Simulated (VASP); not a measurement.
# Rh (Fm-3m) in VASP: further runs, part 2 of 2

VASP 6.6.1. The steps go on from the part before.

**3. Single point, LDA**

This run uses another cell than the first one, of 13.78 Å³/atom.

INCAR reads:

```
PREC = Accurate
ENCUT = 500
EDIFF = 1E-6
ISMEAR = 0
SIGMA = 0.1
LREAL = F
LASPH = T
NELM = 120
ALGO = Normal
ISIF = 2
LWAVE = F
LCHARG = T
LELF = T
LVHAR = T
NBANDS = 14
GGA_COMPAT = F
```

KPOINTS reads:

```
regular mesh
0
Gamma
  8 8 8
```

POSCAR reads:

```
Rh
1.0
    0.0000000000      1.9029860900      1.9029860900
    1.9029860900      0.0000000000      1.9029860900
    1.9029860900      1.9029860900      0.0000000000
Rh
1
Direct
    0.0000000000      0.0000000000      0.0000000000
```

Potentials or basis: VASP PAW LDA potentials, release 64 (Rh_pv).

Launch:

```
cat potpaw_LDA.64/Rh_pv/POTCAR > POTCAR
mpirun -np 1 vasp_std > vasp.out
```

It took 2.6 s on 1 thread of Intel Xeon 6975P-C (Granite Rapids), shared host; peak memory 0.11 GiB.

The run converged. Its results:

| Item | Value |
| --- | --- |
| Free energy | -8.6348 eV |
| Pressure | -10.1 GPa |
| Band gap on the k mesh | zero (an odd number of electrons rules out a gap without spin polarisation) |

Levels at points of the mesh, in eV from the Fermi level:
```csv
k point,band 5,band 6,band 7,band 8,band 9,band 10
"(0.00, 0.00, 0.00)",-3.12,-3.12,-3.12,-0.98,-0.98,15.91
"(0.50, 0.00, 0.00)",-3.18,-3.18,0.57,0.57,0.66,8.54
"(0.50, 0.50, 0.00)",-5.99,0.56,0.97,0.97,3.16,12.19
```

Caveat: the cell stands under tension.

**4. Single point, LDA**

This run uses another cell than the first one, of 13.23 Å³/atom.

INCAR reads:

```
SYSTEM = Rh
  PREC = Accurate
  ENCUT = 500
  EDIFF = 1E-6
  ISMEAR = 0
  SIGMA = 0.1
  LREAL = .False.
  LASPH = .True.
  NELM = 120
  ALGO = Normal
  ISIF = 2
  LWAVE = .False.
  LCHARG = .True.
  LELF = .True.
  LVHAR = .True.
  NBANDS = 14
  GGA_COMPAT = .False.
```

KPOINTS reads:

```
regular mesh
0
Gamma
  14 14 14
  0 0 0
```

POSCAR reads:

```
Rh
1.0
    0.0000000000      1.8770953254      1.8770953254
    1.8770953254      0.0000000000      1.8770953254
    1.8770953254      1.8770953254      0.0000000000
Rh
1
Direct
    0.0000000000      0.0000000000      0.0000000000
```

Potentials or basis: VASP PAW LDA potentials, release 64 (Rh_pv).

Launch:

```
cat potpaw_LDA.64/Rh_pv/POTCAR > POTCAR
mpirun -np 1 vasp_std > vasp.out
```

OUTCAR:

```text
SYSTEM = Rh
   PREC = Accurate
   ENCUT = 500
   EDIFF = 1E-6
   ISMEAR = 0
   LREAL = .False.
   LASPH = .True.
   NELM = 120
   ISIF = 2

 ion  position               nearest neighbor table
   1  0.000  0.000  0.000-

  LATTYP: Found a face centered cubic cell.
 ALAT       =     3.7541906508

  Lattice vectors:

 A1 = (   0.0000000000,   1.8770953254,   1.8770953254)
 A2 = (   1.8770953254,   0.0000000000,   1.8770953254)
 A3 = (   1.8770953254,   1.8770953254,   0.0000000000)

Analysis of symmetry for initial positions (statically):
[... 577 lines left out ...]
      7      10.1161      2.00000
      8      11.4577      2.00000
      9      12.1746      1.99922
     10      28.6789      0.00000
     11      31.0453      0.00000
     12      32.6994      0.00000
     13      33.4806      0.00000
     14      34.6591      0.00000

 [... further k-points ...]
[... 5 lines left out ...]
  --------------------------------------------------------------------------------------
  -------------------------------------------------------------------------------------
  Total        0.0717689      0.0717689      0.0717689      0.0000000      0.0000000      0.0000000
  in kB        8.6927690      8.6927690      8.6927690      0.0000000      0.0000000      0.0000000
  external PRESSURE =       8.6927690 kB  Pullay stress =       0.0000000 kB

 VOLUME and BASIS-vectors are now :
 -----------------------------------------------------------------------------
  energy-cutoff  :      500.00
  volume of cell :       13.23
      direct lattice vectors                 reciprocal lattice vectors
     0.000000000  1.877095325  1.877095325    -0.266368997  0.266368997  0.266368997
     1.877095325  0.000000000  1.877095325     0.266368997 -0.266368997  0.266368997
     1.877095325  1.877095325  0.000000000     0.266368997  0.266368997 -0.266368997

 POSITION                                       TOTAL-FORCE (eV/Angst)
 -----------------------------------------------------------------------------------
      0.00000      0.00000      0.00000        -0.000000      0.000000      0.000000
 -----------------------------------------------------------------------------------
    total drift:                                0.000000      0.000000      0.000000

  FREE ENERGIE OF THE ION-ELECTRON SYSTEM (eV)
  ---------------------------------------------------
  free  energy   TOTEN  =        -8.6862822692 eV

  energy  without entropy=       -8.6800246137  energy(sigma->0) =       -8.68315344
```

OSZICAR:

```text
N       E                     dE             d eps       ncg     rms          rms(c)
DAV:   1     0.114659724069E+03    0.11466E+03   -0.85982E+03  2934   0.113E+03
DAV:   2    -0.774194513515E+01   -0.12240E+03   -0.11667E+03  3320   0.334E+02
DAV:   3    -0.924147444539E+01   -0.14995E+01   -0.14971E+01  3428   0.407E+01
DAV:   4    -0.924693422468E+01   -0.54598E-02   -0.54594E-02  3332   0.251E+00
DAV:   5    -0.924698189709E+01   -0.47672E-04   -0.47672E-04  3368   0.206E-01    0.117E+01
DAV:   6    -0.871426197856E+01    0.53272E+00   -0.85367E-01  3062   0.129E+01    0.402E+00
DAV:   7    -0.869157200242E+01    0.22690E-01   -0.17419E-02  3254   0.161E+00    0.185E+00
DAV:   8    -0.868645264210E+01    0.51194E-02   -0.46784E-03  3128   0.962E-01    0.224E-01
DAV:   9    -0.868627601441E+01    0.17663E-03   -0.16131E-04  3068   0.180E-01    0.470E-02
DAV:  10    -0.868628234621E+01   -0.63318E-05   -0.29178E-06  3238   0.196E-02    0.369E-03
DAV:  11    -0.868628226924E+01    0.76970E-07   -0.20596E-07  1570   0.637E-03
   1 F= -.86862823E+01 E0= -.86831534E+01  d E =-.625766E-02
```

It took 9 s on 1 thread of Intel Xeon 6975P-C (Granite Rapids), shared host; peak memory 0.12 GiB.

Results:

* Free energy: -8.6863 eV
* Pressure: 0.9 GPa
* Band gap on the k mesh: zero (an odd number of electrons rules out a gap without spin polarisation)

Levels at points of the mesh, in eV from the Fermi level:
```csv
k point,band 4,band 5,band 6,band 7,band 8,band 9,band 10,band 11
"(0.00, 0.00, 0.00)",-8.29,-3.27,-3.27,-3.27,-1.01,-1.01,15.94,20.29
"(0.50, 0.00, 0.00)",-6.47,-3.34,-3.34,0.66,0.66,0.68,9.03,15.47
"(0.50, 0.50, 0.00)",-6.69,-6.31,0.64,1.10,1.10,3.28,12.78,13.46
```

**5. Relaxation of cell and atoms, LDA**

This run uses another cell than the first one, of 13.78 Å³/atom.

INCAR reads:

```
SYSTEM = Rh
  PREC = Accurate
  ENCUT = 500
  EDIFF = 1E-7
  ISMEAR = 0
  SIGMA = 0.1
  LREAL = .False.
  LASPH = .True.
  NELM = 120
  ALGO = Normal
  ISIF = 3
  LWAVE = .False.
  LCHARG = .False.
  GGA = CA
  IBRION = 2
  NSW = 100
  EDIFFG = -0.05
  GGA_COMPAT = .False.
  NELMIN = 4
```

KPOINTS reads:

```
Automatic mesh
0
Gamma
  8 8 8
  0 0 0
```

POSCAR reads:

```
Rh
1.0
    0.0000000000      1.9029860900      1.9029860900
    1.9029860900      0.0000000000      1.9029860900
    1.9029860900      1.9029860900      0.0000000000
Rh
1
Direct
    0.0000000000      0.0000000000      0.0000000000
```

Launch:

```
cat potpaw_LDA.64/Rh_pv/POTCAR > POTCAR
mpirun -np 1 vasp_std > vasp.out
```

Run time: 5.1 s. Hardware: 1 thread of Intel Xeon 6975P-C (Granite Rapids), shared host; peak memory 0.12 GiB.

Results (log left out):

* Free energy: -8.6505 eV
* Relaxed volume: 13.32 Å³/atom
* Relaxed cell: a = 2.661 Å, b = 2.661 Å, c = 2.661 Å, α = 60.00°, β = 60.00°, γ = 60.00°
* Space group after relaxing (to 0.1 Å): Fm-3m (No. 225)
* Energy gained by relaxing: 15.7 meV/atom
* Ionic steps: 3
* Pressure after relaxing: -0.4 GPa
* Band gap on the k mesh: zero (an odd number of electrons rules out a gap without spin polarisation)

Step by step:
| step | energy change (eV) | largest force (eV/Å) | pressure (GPa) | volume (Å³) |
| --- | --- | --- | --- | --- |
| 1 | 0.0000 | 0.0000 | -10.12 | 13.78 |
| 2 | 0.1080 | 0.0000 | 36.76 | 12.12 |
| 3 | -0.0157 | 0.0000 | -0.38 | 13.32 |

Final structure:
```
CELL_PARAMETERS angstrom
0.00000 1.88137 1.88137
1.88137 0.00000 1.88137
1.88137 1.88137 0.00000
ATOMIC_POSITIONS crystal
Rh 0.00000 0.00000 0.00000
```

Levels at points of the mesh, in eV from the Fermi level:
```csv
k point,band 5,band 6,band 7,band 8,band 9,band 10
"(0.00, 0.00, 0.00)",-3.29,-3.29,-3.29,-1.04,-1.04,15.87
"(0.50, 0.00, 0.00)",-3.35,-3.35,0.61,0.61,0.63,8.90
"(0.50, 0.50, 0.00)",-6.31,0.60,1.04,1.04,3.21,12.64
```

**6. Overview**

```csv
task,cell,k mesh,gap on the mesh (eV),pressure (GPa)
single point,"a = 2.657 Å, angles 60.0°, 1 atom",8 × 8 × 8,none,0.8
single point,"a = 2.691 Å, angles 60.0°, 1 atom",8 × 8 × 8,none,-10.1
single point,"a = 2.655 Å, angles 60.0°, 1 atom",14 × 14 × 14,none,0.9
relaxation of cell and atoms,"relaxed from a = 2.691 Å, angles 60.0°, 1 atom",8 × 8 × 8,none,-0.4
```

Alike in all rows: level LDA; potentials or basis VASP PAW LDA potentials, release 64 (Rh_pv); no spin polarisation; cutoff (eV) 500; smearing gaussian 0.1 eV.

Caveats: some runs use coarse meshes; the cell stands under tension (at least some runs).

Absolute energies hang on the potentials; compare differences alone.
